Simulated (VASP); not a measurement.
Crystal: GaGeCl5.

```xyz
7
Lattice="4.6629 0.0000 0.0000 0.0000 4.6629 0.0000 0.0000 0.0000 8.2553" Properties=species:S:1:pos:R:3 pbc="T T T"
Ga    2.3314    2.3314    0.0000
Ge    0.0000    0.0000    4.1276
Cl    0.0000    2.3314    2.4465
Cl    0.0000    2.3314    5.8088
Cl    2.3314    0.0000    2.4465
Cl    2.3314    0.0000    5.8088
Cl    0.0000    0.0000    0.0000
```

* Program: VASP 6.6.1
* Task: relaxation of cell and atoms
* Functional: PBEsol
* Potentials or basis: VASP PAW PBE potentials, release 64 (Ga_d, Ge_d, Cl)
* Cutoff: 600 eV
* k mesh: 4 × 4 × 4
* Occupations: fermi-dirac, width 0.03 eV
* Spin: no spin polarisation

At the start: pressure -5.0 GPa; volume 25.64 Å³/atom.

Question: How do energy, volume and symmetry change on relaxing?

Answer: Over 35 steps the energy falls by 112.4 meV/atom and the volume is 22.68 Å³/atom (-11.5 %); space group P4/mmm (No. 123, to 0.1 Å) before and after.

The path:
```csv
step,energy change (eV),largest force (eV/Å),pressure (GPa),volume (Å³)
1,0.0000,0.3813,-5.04,179.49
2,-0.5519,0.3140,-3.01,159.34
3,-0.7071,0.2272,-0.23,146.41
4,-0.7085,0.2089,0.20,144.87
5,-0.7085,0.2173,0.06,145.51
6,-0.7204,0.1139,0.05,145.56
7,-0.7233,0.0244,0.09,145.59
8,-0.7233,0.0202,0.09,145.59
9,-0.7238,0.0213,0.02,145.93
10,-0.7244,0.0253,-0.19,146.90
11,-0.7247,0.0239,-0.21,146.90
12,-0.7256,0.0218,-0.17,146.91
13,-0.7270,0.0154,-0.10,146.93
14,-0.7291,0.0002,0.10,146.96
15,-0.7298,0.0485,0.61,146.93
16,-0.7301,0.0304,0.44,146.95
17,-0.7305,0.0313,0.45,147.06
18,-0.7315,0.0327,0.46,147.40
19,-0.7338,0.0453,0.48,148.07
20,-0.7393,0.0819,0.54,149.38
21,-0.7400,0.1564,0.83,151.84
22,-0.7413,0.1365,0.72,151.28
23,-0.7438,0.1359,0.67,152.33
24,-0.7521,0.1683,0.46,155.46
25,-0.7638,0.2006,0.20,161.57
26,-0.7703,0.1672,0.04,162.46
27,-0.7747,0.0654,-0.28,163.91
28,-0.7747,0.0796,-0.23,163.73
29,-0.7764,0.0748,-0.12,163.06
30,-0.7781,0.0623,0.17,161.37
31,-0.7794,0.0511,0.17,161.20
32,-0.7825,0.0195,0.08,160.68
33,-0.7849,0.0426,-0.08,159.64
34,-0.7866,0.0113,-0.02,159.00
35,-0.7867,0.0000,0.00,158.76
```

Final structure:
```cif
data_structure
_symmetry_space_group_name_H-M 'P 1'
_symmetry_Int_Tables_number 1
_cell_length_a 4.1694
_cell_length_b 4.1694
_cell_length_c 9.1328
_cell_angle_alpha 90.000
_cell_angle_beta 90.000
_cell_angle_gamma 90.000
_cell_volume 158.76
loop_
_atom_site_label
_atom_site_type_symbol
_atom_site_fract_x
_atom_site_fract_y
_atom_site_fract_z
_atom_site_occupancy
Ga1 Ga 0.50000 0.50000 0.00000 1
Ge1 Ge 0.00000 0.00000 0.50000 1
Cl1 Cl 0.00000 0.50000 0.32122 1
Cl2 Cl 0.00000 0.50000 0.67878 1
Cl3 Cl 0.50000 0.00000 0.32122 1
Cl4 Cl 0.50000 0.00000 0.67878 1
Cl5 Cl 0.00000 0.00000 0.00000 1
```

Caveat: the PAW data sets were made with another functional, which shifts forces and pressure a little.
